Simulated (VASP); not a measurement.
The system is Sb.

```xyz
2
Lattice="3.3545 -0.0335 0.0000 -1.7063 2.9219 0.0000 0.0000 0.0000 5.4702" Properties=species:S:1:pos:R:3 pbc="T T T"
Sb    1.6676    0.9516    4.1026
Sb   -0.0194    1.9367    1.3675
```

Base run:

```yaml
Program: VASP 6.6.1
Functional: PBEsol
Potentials_or_basis: VASP PAW PBE potentials, release 64 (Sb)
Cutoff: 520 eV
k_mesh: 9 × 9 × 5
Occupations: fermi-dirac, width 0.05 eV
Spin: no spin polarisation
```

Its results: band gap on the k mesh zero (band 5 reaches 12.54 eV, above the bottom of band 6 at 5.74 eV); pressure -1.6 GPa; largest force 0.021 eV/Å.

Task: The run is repeated on the same cell with these changes: k mesh from 9 × 9 × 5 to 8 × 8 × 4. What comes out?

Result: Band gap on the k mesh zero (band 5 reaches 12.80 eV, above the bottom of band 6 at 5.87 eV); pressure -1.2 GPa; largest force 0.014 eV/Å.

Caveats: the PAW data sets were made with another functional, which shifts forces and pressure a little; spin-orbit coupling is left out, which moves the levels of the heavy elements.
